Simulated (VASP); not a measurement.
# Mg12F (a cell with a defect) in VASP: single point with PBE

Aim: the single point of Mg12F (a cell with a defect) with PBE.

All numbers are computed with VASP 6.6.1; they aren't measurements. Logs are shortened: lines on timing, memory, paths and dates and some standing lists are left out, and cuts for length are marked.

### 1 The cell of the first run

The cell holds a defect, 13 atoms: a = 6.420 Å, b = 9.630 Å, c = 5.213 Å, α = 90.00°, β = 90.00°, γ = 120.00°.

### 2 Single point, PBE

INCAR

```
SYSTEM = Mg12F
  PREC = Accurate
  ENCUT = 520
  EDIFF = 1E-6
  ISMEAR = -1
  SIGMA = 0.05
  LREAL = .FALSE.
  LASPH = .TRUE.
  NELM = 80
  ALGO = Normal
  ISIF = 2
  LWAVE = .FALSE.
  LCHARG = .FALSE.
  GGA = PE
  NBANDS = 28
```

KPOINTS

```
Automatic mesh
0
G
  2 2 2
  0 0 0
```

POSCAR

```
Mg12F
1.0
    6.4200000000      0.0000000000      0.0000000000
   -4.8150000000      8.3398250000      0.0000000000
    0.0000000000      0.0000000000      5.2130400000
Mg F
12 1
Direct
    0.0109253644      0.0005408125     -0.0151625198
    0.1840375720      0.2256549461      0.5069428270
    0.0073494498      0.3394498484     -0.0135071238
    0.1708782264      0.5610607427      0.4937958253
   -0.0000134043      0.6672162968     -0.0048008656
    0.1620595317      0.8848609744      0.4923064330
    0.4854920625     -0.0029632311     -0.0070679942
    0.6583596903      0.2226913852      0.5168599097
    0.5015159401      0.3374695166      0.0089465895
    0.6690776999      0.5554658248      0.5055627812
    0.4982774872      0.6607994835      0.0038263547
    0.6621457468      0.8841108731      0.5131038079
    0.8109375332      0.1038499269      0.2507705752
```

Potentials or basis: VASP PAW PBE potentials, release 64 (Mg, F).

On the command line:

```
$ cat potpaw_PBE.64/Mg/POTCAR potpaw_PBE.64/F/POTCAR > POTCAR
$ mpirun -np 1 vasp_std > vasp.out
```

OUTCAR:

```text
SYSTEM = Mg12F
   PREC = Accurate
   ENCUT = 520
   EDIFF = 1E-6
   ISMEAR = -1
   LREAL = .FALSE.
   LASPH = .TRUE.
   NELM = 80
   ISIF = 2
   GGA = PE

 ion  position               nearest neighbor table
   1  0.011  0.001  0.985-  13 2.42   7 3.06   2 3.12  12 3.13   6 3.14   5 3.18   9 3.20   6 3.20
                             3 3.28  11 3.28   2 3.31   7 3.36  12 3.37
   2  0.184  0.226  0.507-  13 2.47   8 3.06   1 3.12   9 3.14  10 3.15   9 3.16   3 3.16   6 3.21
                             4 3.27   1 3.31  12 3.32   3 3.33   8 3.36
   3  0.007  0.339  0.986-  13 2.40   8 3.12  11 3.12   2 3.16   4 3.16   5 3.18   9 3.18   4 3.23
                             9 3.24   1 3.28   7 3.32   2 3.33   8 3.38
   4  0.171  0.561  0.494-  12 3.13  11 3.14   6 3.15   3 3.16   5 3.18   5 3.19  10 3.20  11 3.22
                            10 3.23   3 3.23   2 3.27   8 3.28
   5  1.000  0.667  0.995-  10 3.15   7 3.15   6 3.16   1 3.18   3 3.18   4 3.18   6 3.19   9 3.19
                            11 3.19   4 3.19  11 3.23  10 3.23
   6  0.162  0.885  0.492-   1 3.14   4 3.15   5 3.16   7 3.16  10 3.17   7 3.17   5 3.19   1 3.20
                            12 3.21   2 3.21  12 3.22   8 3.22
   7  0.485  0.997  0.993-  13 2.25   1 3.06   8 3.11   5 3.15  12 3.16   6 3.16   6 3.17   9 3.23
                            11 3.28   8 3.32   3 3.32  12 3.32   1 3.36
   8  0.658  0.223  0.517-  13 2.31   2 3.06   7 3.11   3 3.12   9 3.15  10 3.17   9 3.22   6 3.22
                            12 3.27   4 3.28   7 3.32   2 3.36   3 3.38
   9  0.502  0.337  0.009-  11 3.12   2 3.14   8 3.15   2 3.16  10 3.16   3 3.18   5 3.19  10 3.19
                             1 3.20   8 3.22   7 3.23   3 3.24
  10  0.669  0.555  0.506-   2 3.15   5 3.15   9 3.16   6 3.17   8 3.17  11 3.18  12 3.19  11 3.19
                             9 3.19   4 3.20   4 3.23   5 3.23
  11  0.498  0.661  0.004-   9 3.12   3 3.12   4 3.14  12 3.16  10 3.18   5 3.19  10 3.19   4 3.22
                             5 3.23  12 3.24   7 3.28   1 3.28
  12  0.662  0.884  0.513-  13 2.29   1 3.13   4 3.13   7 3.16  11 3.16  10 3.19   6 3.21   6 3.22
                            11 3.24   8 3.27   2 3.32   7 3.32   1 3.37
  13  0.811  0.104  0.251-   7 2.25  12 2.29   8 2.31   3 2.40   1 2.42   2 2.47

  LATTYP: Found a simple monoclinic cell.
 ALAT       =     6.4200000000
 B/A-ratio  =     0.8120000000
 C/A-ratio  =     1.3228757108
 COS(beta)  =    -0.1889822286

  Lattice vectors:

 A1 = (   6.4200000000,   0.0000000000,   0.0000000000)
 A2 = (   0.0000000000,   0.0000000000,   5.2130400000)
 A3 = (  -1.6050000000,  -8.3398250000,   0.0000000000)

Analysis of symmetry for initial positions (statically):
=====================================================================
 Subroutine PRICEL returns:
 Original cell was already a primitive cell.

[... 145 lines left out ...]
     AMIX     =   0.40;   BMIX     =  1.00
     AMIX_MAG =   1.60;   BMIX_MAG =  1.00
  volume/ion in A,a.u.               =      21.47       144.89
  Fermi-wavevector in a.u.,A,eV,Ry     =   0.786927  1.487076  8.425461  0.619254
  Thomas-Fermi vector in A             =   1.891564
   LORBIT       =      0    0 simple, 1 ext, 2 COOP (PROOUT), +10 PAW based schemes
   GGA     = PE    functional components
   LHFCALC =     F    Hartree Fock is set to
   AEXX    =    0.0000 exact exchange contribution
   IVDW    =     0    specifies the selected vdW correction
   LEPSILON=     F    determine dielectric tensor
   LRPA    =     F    only Hartree local field effects (RPA)
 non-spin polarized calculation
  energy-cutoff  :      520.00
  volume of cell :      279.11
 maximum number of plane-waves:      7532
 NGX is ok and might be reduce to    48
   NGX = 23   NGY = 35   NGZ = 19

 number of electron      31.0000005 magnetization

 Free energy of the ion-electron system (eV)
  ---------------------------------------------------
  ext. energy  EPLUGINS =         0.00000000
  ---------------------------------------------------
  free energy    TOTEN  =       -23.33737531 eV

  energy without entropy =      -23.29226185  energy(sigma->0) =      -23.31481858

 E-fermi :   2.7507     XC(G=0):  -8.5951

 val. band max:        2.7137505020   @ k =   0.0000   0.0000   0.0000
 cond. band min:       2.8200742425   @ k =   0.0000   0.0000   0.5000
 fundamental gap:      0.1063237406
 Fermi energy:         2.7506998207

 k-point     1 :       0.0000    0.0000    0.0000
  band No.  band energies     occupation
      1     -22.9709      2.00000
      2      -5.0131      2.00000
      3      -4.9765      2.00000
      4      -4.8962      2.00000
      5      -3.9288      2.00000
      6      -1.7114      2.00000
[... 229 lines left out ...]
     26       6.2252      0.00000
     27       6.6586      0.00000
 [bands above 27 left out]

------------------------ aborting loop because EDIFF is reached ----------------------------------------

  FORCE on cell =-STRESS in cart. coord.  units (eV):
  Direction    XX          YY          ZZ          XY          YZ          ZX
  --------------------------------------------------------------------------------------
  -------------------------------------------------------------------------------------
  Total       -2.4978888      0.1978870      4.5756330     -0.1203294     -0.1447308     -0.0396099
  in kB      -14.3383988      1.1359125     26.2650809     -0.6907156     -0.8307850     -0.2273688
  external PRESSURE =       4.3541982 kB  Pullay stress =       0.0000000 kB

 VOLUME and BASIS-vectors are now :
 -----------------------------------------------------------------------------
  energy-cutoff  :      520.00
  volume of cell :      279.11
      direct lattice vectors                 reciprocal lattice vectors
     6.420000000  0.000000000  0.000000000     0.155763240  0.089929945  0.000000000
    -4.815000000  8.339825000  0.000000000     0.000000000  0.119906593  0.000000000
     0.000000000  0.000000000  5.213040000     0.000000000  0.000000000  0.191826650

 POSITION                                       TOTAL-FORCE (eV/Angst)
 -----------------------------------------------------------------------------------
      0.06754      0.00451      5.13400         0.010105     -0.002160     -0.020899
      0.09499      1.88192      2.64271         0.010620      0.011645      0.024834
     -1.58727      2.83095      5.14263         0.010352      0.004692     -0.016450
     -1.60447      4.67915      2.57418         0.000917     -0.000653     -0.002418
      3.20727      5.56447      5.18801         0.000772      0.007973      0.003279
     -3.22018      7.37959      2.56641        -0.007057     -0.003908      0.008568
     -1.68387      8.31511      5.17619         0.016931      0.011003     -0.009468
      3.15441      1.85721      2.69441         0.021305      0.004831      0.016336
      1.59482      2.81444      0.04664        -0.009692      0.004097     -0.004154
      1.62091      4.63249      2.63552         0.002032     -0.005659     -0.002337
      0.01719      5.51095      0.01995         0.001768     -0.005182     -0.002931
     -0.00602      7.37333      2.67483         0.012272      0.013395      0.017934
      4.70618      0.86609      1.30728        -0.070324     -0.040073     -0.012294
 -----------------------------------------------------------------------------------
    total drift:                                0.000693      0.000226     -0.000030

  FREE ENERGIE OF THE ION-ELECTRON SYSTEM (eV)
  ---------------------------------------------------
  free  energy   TOTEN  =       -23.3373753069 eV

  energy  without entropy=      -23.2922618478  energy(sigma->0) =      -23.31481858
```

Wall time 48 s (1 thread of Intel Xeon Platinum 8559C (Emerald Rapids), shared host); peak memory 0.37 GiB.

Results:

| Property | Result |
| --- | --- |
| Free energy | -23.3374 eV |
| Pressure | 0.4 GPa |
| Largest force | 0.082 eV/Å |
| Band gap on the k mesh | zero (an odd number of electrons rules out a gap without spin polarisation) |

Forces in eV/Å, atoms in the order of the input:
```
Mg   0.010 -0.002 -0.021
Mg   0.011  0.012  0.025
Mg   0.010  0.005 -0.016
Mg   0.001 -0.001 -0.002
Mg   0.001  0.008  0.003
Mg  -0.007 -0.004  0.009
Mg   0.017  0.011 -0.009
Mg   0.021  0.005  0.016
Mg  -0.010  0.004 -0.004
Mg   0.002 -0.006 -0.002
Mg   0.002 -0.005 -0.003
Mg   0.012  0.013  0.018
F   -0.070 -0.040 -0.012
```

Levels at points of the mesh, in eV from the Fermi level:
```csv
k point,band 14,band 15,band 16,band 17,band 18,band 19
"(0.00, 0.00, 0.00)",-0.04,0.14,0.49,0.52,0.80,1.02
"(0.50, 0.00, 0.00)",-0.24,-0.11,0.14,0.25,0.35,0.56
"(0.00, 0.50, 0.00)",-0.71,-0.66,-0.19,0.22,0.25,2.03
"(0.50, 0.50, 0.00)",0.07,0.77,0.85,0.95,1.03,1.29
"(0.00, 0.00, 0.50)",-1.40,-0.85,-0.74,0.07,0.12,1.26
"(0.50, 0.00, 0.50)",-0.58,-0.28,-0.21,0.87,0.99,1.53
"(0.00, 0.50, 0.50)",-0.90,-0.87,-0.74,-0.47,-0.08,0.30
"(0.50, 0.50, 0.50)",-1.70,-1.38,-0.92,2.25,2.47,2.49
```

Caveat: the k points lie up to 0.60 Å⁻¹ apart, too coarse for converged energies and pressures of a metal; an odd number of electrons without spin polarisation forces a metal; a magnetic or distorted state may lie lower.
